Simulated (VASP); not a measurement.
Wanted: the native input for a VASP 6.6.1 run.

| Property | Result |
| --- | --- |
| Task | relaxation of cell and atoms |
| Functional | PBE |
| Potentials or basis | VASP PAW PBE potentials, release 64 (Ca_sv, Os, C) |
| Cutoff | 600 eV |
| k mesh | 6 × 6 × 2 |
| Occupations | gaussian, width 0.1 eV |
| Spin | no spin polarisation |
| Dipole correction | no |
| Further INCAR settings | ALGO = Normal; EDIFF = 1e-07; IBRION = 2; EDIFFG = -0.04; NSW = 90; ISIF = 3 |

The structure of CaOsC2 lies in POSCAR:

```
CaOsC2
1.0
    3.6124688200      0.0000000000      0.0000000000
   -1.8062344100      3.1284897700      0.0000000000
    0.0000000000      0.0000000000     12.6789377400
Ca Os C
2 2 4
Direct
    0.3333333300      0.6666666700      0.3951216300
    0.6666666700      0.3333333300      0.8951216300
    0.0000000000      0.0000000000      0.1568349100
    0.0000000000      0.0000000000      0.6568349100
    0.0000000000      0.0000000000      0.0000000000
    0.3333333300      0.6666666700      0.2000343100
    0.0000000000      0.0000000000      0.5000000000
    0.6666666700      0.3333333300      0.7000343100
```

One way to write it, as run:

INCAR

```
PREC = Accurate ; ENCUT = 600
EDIFF = 1E-7 ; ISMEAR = 0
SIGMA = 0.1 ; LREAL = False
LASPH = True ; NELM = 60
ALGO = Normal ; ISIF = 3
LWAVE = False ; LCHARG = False
GGA = PE ; IBRION = 2
NSW = 90 ; EDIFFG = -0.04
```

KPOINTS

```
regular mesh
0
Gamma
  6 6 2
```

Potentials or basis: VASP PAW PBE potentials, release 64 (Ca_sv, Os, C).

Launch:

```console
$ cat potpaw_PBE.64/Ca_sv/POTCAR potpaw_PBE.64/Os/POTCAR potpaw_PBE.64/C/POTCAR > POTCAR
$ mpirun -np 1 vasp_std > vasp.out
```

It gave:

The relaxed volume is 15.80 Å³/atom, the relaxed cell is a = 3.430 Å, b = 3.430 Å, c = 12.409 Å, α = 90.00°, β = 90.00°, γ = 120.00° and the space group after relaxing (to 0.1 Å) is P6_3mc (No. 186). The pressure after relaxing is -0.2 GPa. The largest force after relaxing is 0.017 eV/Å and the band gap on the k mesh is zero (bands 26 and 27 overlap by 1.01 eV).

Caveat: spin-orbit coupling is left out, which moves the levels of the heavy elements.

It took 31 min on 1 thread of Oxide Virtual Turin-like Processor, on a shared host, peak memory 0.33 GiB.
